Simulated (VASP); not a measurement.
# BeS (Fm-3m) in VASP: further runs

BeS is run at these levels: PBE, r2SCAN; tasks: single point.

Program: VASP 6.6.1. These are calculated values, not measurements. Logs are shortened: lines on timing, memory, paths and dates and some standing lists are left out, and cuts for length are marked.

## 1. The cell of the first run

The structure is cubic, space group Fm-3m (No. 225). The conventional cell has a = 4.635 Å, b = 4.635 Å, c = 4.635 Å, α = 90.00°, β = 90.00°, γ = 90.00°. Within 3.1 Å of Be (site symmetry m-3m) lie 6 S at 2.32 Å. Within 3.1 Å of S (site symmetry m-3m) lie 6 Be at 2.32 Å.

## 2. Single point, PBE

INCAR

```
PREC = Accurate
ENCUT = 520
EDIFF = 1E-7
ISMEAR = 0
SIGMA = 0.01
LREAL = False
LASPH = True
NELM = 100
ALGO = Normal
ISIF = 2
LWAVE = False
LCHARG = False
GGA = PE
NBANDS = 11
```

KPOINTS

```
Automatic mesh
0
Gamma
  8 8 8
```

POSCAR

```
BeS
1.0
    0.0000000000      2.3172971951      2.3172971951
    2.3172971951      0.0000000000      2.3172971951
    2.3172971951      2.3172971951      0.0000000000
Be S
1 1
Direct
    0.0000000000      0.0000000000      0.0000000000
    0.5000000000      0.5000000000      0.5000000000
```

Potentials or basis: VASP PAW PBE potentials, release 64 (Be, S).

Started as:

```sh
> cat potpaw_PBE.64/Be/POTCAR potpaw_PBE.64/S/POTCAR > POTCAR
> mpirun -np 1 vasp_std > vasp.out
```

OUTCAR:

```text
PREC = Accurate
   ENCUT = 520
   EDIFF = 1E-7
   ISMEAR = 0
   LREAL = False
   LASPH = True
   NELM = 100
   ISIF = 2
   GGA = PE

 ion  position               nearest neighbor table
   1  0.000  0.000  0.000-   2 2.32   2 2.32   2 2.32   2 2.32   2 2.32   2 2.32
   2  0.500  0.500  0.500-   1 2.32   1 2.32   1 2.32   1 2.32   1 2.32   1 2.32

  LATTYP: Found a face centered cubic cell.
 ALAT       =     4.6345943902

  Lattice vectors:

 A1 = (   0.0000000000,   2.3172971951,   2.3172971951)
 A2 = (   2.3172971951,   0.0000000000,   2.3172971951)
 A3 = (   2.3172971951,   2.3172971951,   0.0000000000)

Analysis of symmetry for initial positions (statically):
=====================================================================
 Subroutine PRICEL returns:
 Original cell was already a primitive cell.

 Routine SETGRP: Setting up the symmetry group for a
 face centered cubic supercell.

 Subroutine GETGRP returns: Found 48 space group operations
 (whereof 48 operations were pure point group operations)
 out of a pool of 48 trial point group operations.

The static configuration has the point symmetry O_h .

Analysis of symmetry for dynamics (positions and initial velocities):
=====================================================================
 Subroutine PRICEL returns:
 Original cell was already a primitive cell.

 Routine SETGRP: Setting up the symmetry group for a
 face centered cubic supercell.

 Subroutine GETGRP returns: Found 48 space group operations
 (whereof 48 operations were pure point group operations)
 out of a pool of 48 trial point group operations.

The dynamic configuration has the point symmetry O_h .

 Subroutine INISYM returns: Found 48 space group operations
 (whereof 48 operations are pure point group operations),
 and found     1 'primitive' translations

----------------------------------------------------------------------------------------

                                     Primitive cell

  volume of cell :      24.8872

  direct lattice vectors                    reciprocal lattice vectors
     0.000000000  2.317297195  2.317297195    -0.215768612  0.215768612  0.215768612
     2.317297195  0.000000000  2.317297195     0.215768612 -0.215768612  0.215768612
     2.317297195  2.317297195  0.000000000     0.215768612  0.215768612 -0.215768612

  length of vectors
     3.277153121  3.277153121  3.277153121     0.373722199  0.373722199  0.373722199

  position of ions in fractional coordinates (direct lattice)
     0.000000000  0.000000000  0.000000000
     0.500000000  0.500000000  0.500000000

  ion indices of the primitive-cell ions
   primitive index   ion index
                 1           1
                 2           2

----------------------------------------------------------------------------------------

 KPOINTS: Automatic mesh

Automatic generation of k-mesh.
 Grid dimensions read from file:
 generate k-points for:    8    8    8

 Generating k-lattice:

  Cartesian coordinates                     Fractional coordinates (reciprocal lattice)
    -0.026971077  0.026971077  0.026971077     0.125000000  0.000000000  0.000000000
     0.026971077 -0.026971077  0.026971077     0.000000000  0.125000000  0.000000000
     0.026971077  0.026971077 -0.026971077     0.000000000  0.000000000  0.125000000

  Length of vectors
     0.046715275  0.046715275  0.046715275

  Shift w.r.t. Gamma in fractional coordinates (k-lattice)
     0.000000000  0.000000000  0.000000000

 Subroutine IBZKPT returns following result:
 ===========================================

 Found     29 irreducible k-points:

 Following reciprocal coordinates:
            Coordinates               Weight
  0.000000  0.000000  0.000000      1.000000
  0.125000  0.000000  0.000000      8.000000
  0.250000  0.000000  0.000000      8.000000
  0.375000  0.000000  0.000000      8.000000
  0.500000  0.000000  0.000000      4.000000
  0.125000  0.125000  0.000000      6.000000
[... 16 lines left out ...]
  0.500000  0.250000  0.125000     48.000000
 -0.375000  0.250000  0.125000     24.000000
 [... further k-points ...]
   k-points           NKPTS =     29   k-points in BZ     NKDIM =     29   number of bands    NBANDS=     11
   number of dos      NEDOS =    301   number of ions     NIONS =      2
   total plane-waves  NPLWV =  13824
   dimension x,y,z NGX =    24 NGY =   24 NGZ =   24
   dimension x,y,z NGXF=    48 NGYF=   48 NGZF=   48
   ions per type =               1   1
   NGX,Y,Z   is equivalent  to a cutoff of  12.17, 12.17, 12.17 a.u.
   NGXF,Y,Z  is equivalent  to a cutoff of  24.35, 24.35, 24.35 a.u.
 SYSTEM =  unknown system
   PREC   = accura    normal or accurate (medium, high low for compatibility)
   ISTART =      0    job   : 0-new  1-cont  2-samecut
   ICHARG =      2    charge: 1-file 2-atom 10-const
   ISPIN  =      1    spin polarized calculation?
   LNONCOLLINEAR =      F non collinear calculations
   LSORBIT =      F    spin-orbit coupling
   LASPH  =      T    aspherical Exc in radial PAW
   ENCUT  =  520.0 eV  38.22 Ry    6.18 a.u.   6.09  6.09  6.09*2*pi/ulx,y,z
   NELM   =    100;   NELMIN=  2; NELMDL= -5     # of ELM steps
   EDIFF  = 0.1E-06   stopping-criterion for ELM
   LREAL  =      F    real-space projection
   EDIFFG = 0.1E-05   stopping-criterion for IOM
   NSW    =      0    number of steps for IOM
   IBRION =     -1    ionic relax: 0-MD 1-quasi-New 2-CG
   NFREE  =      0    steps in history (QN), initial steepest desc. (CG)
   ISIF   =      2    stress and relaxation
   ISYM   =      2    0-nonsym 1-usesym 2-fastsym
   POTIM  = 0.5000    time-step for ionic-motion
   TEBEG  =    0.0;   TEEND  =   0.0 temperature during run
   PSTRESS=    0.0 pullay stress
   NELECT =       8.0000    total number of electrons
   NUPDOWN=      -1.0000    fix difference up-down
   EMIN   =  10.00;   EMAX   =-10.00  energy-range for DOS
   EFERMI =   0.00;   METHOD = LEGACY
   ISMEAR =     0;   SIGMA  =   0.01  broadening in eV -4-tet -1-fermi 0-gaus
   EFERMI_NEDOS =   21; number of points for ismear=-14 and -15
   IALGO  =     38    algorithm
   IMIX   =      4    mixing-type and parameters
     AMIX     =   0.40;   BMIX     =  1.00
     AMIX_MAG =   1.60;   BMIX_MAG =  1.00
  volume/ion in A,a.u.               =      12.44        83.97
  Fermi-wavevector in a.u.,A,eV,Ry     =   1.121450  2.119232 17.111356  1.257649
  Thomas-Fermi vector in A             =   2.258103
   LORBIT       =      0    0 simple, 1 ext, 2 COOP (PROOUT), +10 PAW based schemes
   GGA     = PE    functional components
   LHFCALC =     F    Hartree Fock is set to
   AEXX    =    0.0000 exact exchange contribution
   IVDW    =     0    specifies the selected vdW correction
   LEPSILON=     F    determine dielectric tensor
   LRPA    =     F    only Hartree local field effects (RPA)
 non-spin polarized calculation
 Gauss-broadening in eV      SIGMA  =   0.01
  energy-cutoff  :      520.00
  volume of cell :       24.89
 maximum number of plane-waves:       692
   NGX = 13   NGY = 13   NGZ = 13

 number of electron       7.9999998 magnetization

 Free energy of the ion-electron system (eV)
  ---------------------------------------------------
  ext. energy  EPLUGINS =         0.00000000
  ---------------------------------------------------
  free energy    TOTEN  =        -8.89265461 eV

  energy without entropy =       -8.89265461  energy(sigma->0) =       -8.89265461

 E-fermi :   6.6900     XC(G=0): -10.6075

 val. band max:        6.5740362020   @ k =  -0.1250   0.1250   0.0000
 cond. band min:       7.5733756597   @ k =   0.5000   0.5000   0.0000
 fundamental gap:      0.9993394577
 Fermi energy:         6.6900261397

 k-point     1 :       0.0000    0.0000    0.0000
  band No.  band energies     occupation
      1      -8.4930      2.00000
      2       6.2954      2.00000
      3       6.2954      2.00000
      4       6.2954      2.00000
      5      11.8789      0.00000
      6      15.4271      0.00000
      7      15.4271      0.00000
      8      15.4271      0.00000
      9      16.1782      0.00000
     10      16.1782      0.00000
     11      16.1782      0.00000

 k-point     2 :       0.1250    0.0000    0.0000
  band No.  band energies     occupation
      1      -8.2635      2.00000
      2       4.9474      2.00000
      3       6.2325      2.00000
      4       6.2325      2.00000
      5      12.3378      0.00000
      6      14.3329      0.00000
      7      14.3329      0.00000
      8      15.0143      0.00000
      9      16.1621      0.00000
     10      16.1621      0.00000
     11      16.7502      0.00000

 k-point     3 :       0.2500    0.0000    0.0000
  band No.  band energies     occupation
      1      -7.6155      2.00000
      2       2.5049      2.00000
      3       6.1259      2.00000
      4       6.1259      2.00000
      5      11.7323      0.00000
      6      12.3596      0.00000
      7      12.3596      0.00000
      8      16.1939      0.00000
      9      17.5537      0.00000
     10      17.8203      0.00000
     11      17.8203      0.00000

 k-point     4 :       0.3750    0.0000    0.0000
  band No.  band energies     occupation
      1      -6.7390      2.00000
      2       0.3414      2.00000
      3       6.0832      2.00000
      4       6.0832      2.00000
      5      10.9935      0.00000
      6      11.0176      0.00000
      7      11.0176      0.00000
      8      16.6987      0.00000
      9      19.8246      0.00000
     10      20.2459      0.00000
     11      20.2459      0.00000
[... 239 lines left out ...]
 k-point    22 :       0.3750    0.2500    0.1250
  band No.  band energies     occupation
      1      -7.0527      2.00000
      2       2.3628      2.00000
      3       3.8176      2.00000
      4       5.5496      2.00000
      5      10.3144      0.00000
      6      13.0583      0.00000
      7      13.7855      0.00000
      8      15.7004      0.00000
      9      16.8600      0.00000
     10      20.1389      0.00000
     11      21.7978      0.00000

 k-point    23 :       0.5000    0.2500    0.1250
  band No.  band energies     occupation
      1      -6.2307      2.00000
      2       0.7971      2.00000
      3       3.1971      2.00000
      4       4.9428      2.00000
      5      10.4466      0.00000
      6      11.9358      0.00000
      7      14.4604      0.00000
      8      16.3368      0.00000
      9      18.0501      0.00000
     10      21.4826      0.00000
     11      22.3660      0.00000

 k-point    24 :      -0.3750    0.2500    0.1250
  band No.  band energies     occupation
      1      -5.7732      2.00000
      2      -0.0186      2.00000
      3       3.1276      2.00000
      4       4.5909      2.00000
      5      10.8609      0.00000
      6      11.2011      0.00000
      7      14.5355      0.00000
      8      17.7334      0.00000
      9      18.8321      0.00000
     10      19.6552      0.00000
     11      23.2425      0.00000

 [... further k-points ...]
[... 5 lines left out ...]
  --------------------------------------------------------------------------------------
  -------------------------------------------------------------------------------------
  Total       -0.0638812     -0.0638812     -0.0638812      0.0000000      0.0000000      0.0000000
  in kB       -4.1125258     -4.1125258     -4.1125258      0.0000000      0.0000000      0.0000000
  external PRESSURE =      -4.1125258 kB  Pullay stress =       0.0000000 kB

 VOLUME and BASIS-vectors are now :
 -----------------------------------------------------------------------------
  energy-cutoff  :      520.00
  volume of cell :       24.89
      direct lattice vectors                 reciprocal lattice vectors
     0.000000000  2.317297195  2.317297195    -0.215768612  0.215768612  0.215768612
     2.317297195  0.000000000  2.317297195     0.215768612 -0.215768612  0.215768612
     2.317297195  2.317297195  0.000000000     0.215768612  0.215768612 -0.215768612

 POSITION                                       TOTAL-FORCE (eV/Angst)
 -----------------------------------------------------------------------------------
      0.00000      0.00000      0.00000        -0.000000     -0.000000     -0.000000
      2.31730      2.31730      2.31730         0.000000      0.000000      0.000000
 -----------------------------------------------------------------------------------
    total drift:                               -0.000000     -0.000000      0.000000

  FREE ENERGIE OF THE ION-ELECTRON SYSTEM (eV)
  ---------------------------------------------------
  free  energy   TOTEN  =        -8.8926546132 eV

  energy  without entropy=       -8.8926546132  energy(sigma->0) =       -8.89265461
```

Run time: 7.5 s. Hardware: 1 thread of Intel Xeon 8259CL, shared host; peak memory 0.13 GiB.

What came out:

```
Free energy            : -8.8927 eV
Pressure               : -0.4 GPa
Band gap on the k mesh : 1.00 eV, indirect (least direct gap 4.15 eV)
```

A k mesh can miss the band edges. As with any semilocal functional, this PBE gap is likely too small.

## 3. Single point, PBE

INCAR

```
SYSTEM = BeS
PREC     = Accurate       ! precision mode
ENCUT    = 520            ! plane-wave cutoff, eV
EDIFF    = 1E-7           ! SCF threshold, eV
ISMEAR   = 0              ! smearing method
SIGMA    = 0.01           ! smearing width, eV
LREAL    = .FALSE.        ! projectors in reciprocal space
LASPH    = .TRUE.         ! aspherical terms in the spheres
NELM     = 100            ! most SCF steps
ALGO     = Normal         ! electronic algorithm
ISIF     = 2              ! what is computed and relaxed
LWAVE    = .FALSE.        ! write WAVECAR
LCHARG   = .TRUE.         ! write CHGCAR
GGA      = PE             ! functional
LELF     = .TRUE.         ! ELF
LVHAR    = .TRUE.       
NBANDS   = 11             ! bands
```

KPOINTS

```
Automatic mesh
0
G
  8 8 8
  0 0 0
```

POSCAR is that of step 2.

Potentials or basis: VASP PAW PBE potentials, release 64 (Be, S).

Started as:

```sh
> cat potpaw_PBE.64/Be/POTCAR potpaw_PBE.64/S/POTCAR > POTCAR
> mpirun -np 1 vasp_std > vasp.out
```

It took 7.9 s on 1 thread of Intel Xeon 8259CL, shared host; peak memory 0.13 GiB.

It converged, with:

| Item | Value |
| --- | --- |
| Free energy | -8.8927 eV |
| Pressure | -0.4 GPa |
| Band gap on the k mesh | 1.00 eV, indirect (least direct gap 4.15 eV) |

Levels at points of the mesh, in eV from the valence-band top:
```tsv
k point	band 1	band 2	band 3	band 4	band 5	band 6	band 7	band 8
(0.00, 0.00, 0.00)	-15.07	-0.28	-0.28	-0.28	5.30	8.85	8.85	8.85
(0.50, 0.00, 0.00)	-12.81	-7.19	-0.49	-0.49	3.96	3.96	4.15	10.20
(0.50, 0.50, 0.00)	-11.77	-6.75	-3.15	-3.15	1.00	4.36	11.79	11.79
```

A k mesh can miss the band edges. As with any semilocal functional, this PBE gap is likely too small.

## 4. Single point, r2SCAN

POSCAR is that of step 3.

INCAR.step1

```
PREC = Accurate
ENCUT = 520
ISMEAR = 0
SIGMA = 0.01
LREAL = False
LASPH = True
NELM = 80
NBANDS = 11
GGA = PE
ALGO = Normal
EDIFF = 1E-4
LWAVE = True
LCHARG = False
```

INCAR.step2

```
PREC = Accurate
ENCUT = 520
EDIFF = 1E-7
ISMEAR = 0
SIGMA = 0.01
LREAL = False
LASPH = True
NELM = 80
ALGO = Normal
ISIF = 2
LWAVE = False
LCHARG = True
METAGGA = R2SCAN
LMIXTAU = True
LELF = True
LVHAR = True
NBANDS = 11
ISTART = 1
```

KPOINTS

```
regular mesh
0
Gamma
  6 6 6
```

Started as:

```sh
> cat potpaw_PBE.64/Be/POTCAR potpaw_PBE.64/S/POTCAR > POTCAR
> cp INCAR.step1 INCAR
> mpirun -np 1 vasp_std > vasp.out
> cp INCAR.step2 INCAR
> mpirun -np 1 vasp_std > vasp.out
```

Wall time 20 s (1 thread of Intel Xeon 8259CL, shared host); peak memory 0.14 GiB.

It converged, with:

* Free energy: -13.5390 eV
* Pressure: 0.1 GPa
* Band gap on the k mesh: 1.35 eV, indirect (least direct gap 4.59 eV)

Levels at points of the mesh, in eV from the valence-band top:
```tsv
k point	band 1	band 2	band 3	band 4	band 5	band 6	band 7	band 8	band 9
(0.00, 0.00, 0.00)	-15.74	-0.26	-0.26	-0.26	6.21	9.39	9.39	9.39	10.66
(0.50, 0.00, 0.00)	-13.38	-7.43	-0.53	-0.53	4.48	4.48	4.85	11.19	16.34
(0.50, 0.50, 0.00)	-12.30	-6.94	-3.25	-3.25	1.35	4.86	12.98	12.98	14.94
```

Caveat: the PAW data sets were made with another functional, which shifts forces and pressure a little. A k mesh can miss the band edges.
